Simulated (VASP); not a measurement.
Here is a VASP 6.6.1 calculation.

File INCAR:

```
PREC     = Accurate       # precision mode
ENCUT    = 600            # plane-wave cutoff, eV
EDIFF    = 1E-6           # SCF threshold, eV
ISMEAR   = 0              # smearing method
SIGMA    = 0.1            # smearing width, eV
LREAL    = F              # projectors in reciprocal space
LASPH    = T              # aspherical terms in the spheres
NELM     = 80             # most SCF steps
ALGO     = Fast           # electronic algorithm
ISIF     = 3              # what is computed and relaxed
LWAVE    = F              # write WAVECAR
LCHARG   = F              # write CHGCAR
GGA      = PE             # functional
IBRION   = 2              # ionic algorithm
NSW      = 100            # ionic steps
EDIFFG   = -0.005         # ionic threshold
```

The input KPOINTS:

```
Automatic mesh
0
Gamma
  12 12 8
```

Contents of POSCAR:

```
Ca
1.0
    1.9712759950     -3.3954901800      0.0000000000
    1.9712759950      3.3954901800      0.0000000000
    0.0000000000      0.0000000000      6.5091117400
Ca
2
Direct
    0.8355866000      0.1644134000      0.2500000000
    0.1644134000      0.8355866000      0.7500000000
```

Potentials or basis: VASP PAW PBE potentials, release 64 (Ca_sv).

Command:

```console
$ cat potpaw_PBE.64/Ca_sv/POTCAR > POTCAR
$ mpirun -np 1 vasp_std > vasp.out
```

**Question.** Estimate the space group after relaxing (to 0.1 Å).

**Answer.** P6_3/mmc (No. 194).

**Question.** Predict the band gap on the k mesh.

**Answer.** Zero (bands 10 and 11 overlap by 0.51 eV).

**Question.** Predict the relaxed cell.

**Answer.** a = 3.911 Å, b = 3.911 Å, c = 6.420 Å, α = 90.00°, β = 90.00°, γ = 120.18°.

**Question.** Estimate the relaxed volume.

**Answer.** 42.44 Å³/atom.

Final structure:
```
CELL_PARAMETERS angstrom
1.94999 -3.39009 0.00000
1.94999 3.39009 0.00000
0.00000 0.00000 6.42001
ATOMIC_POSITIONS crystal
Ca 0.83509 0.16491 0.25000
Ca 0.16491 0.83509 0.75000
```
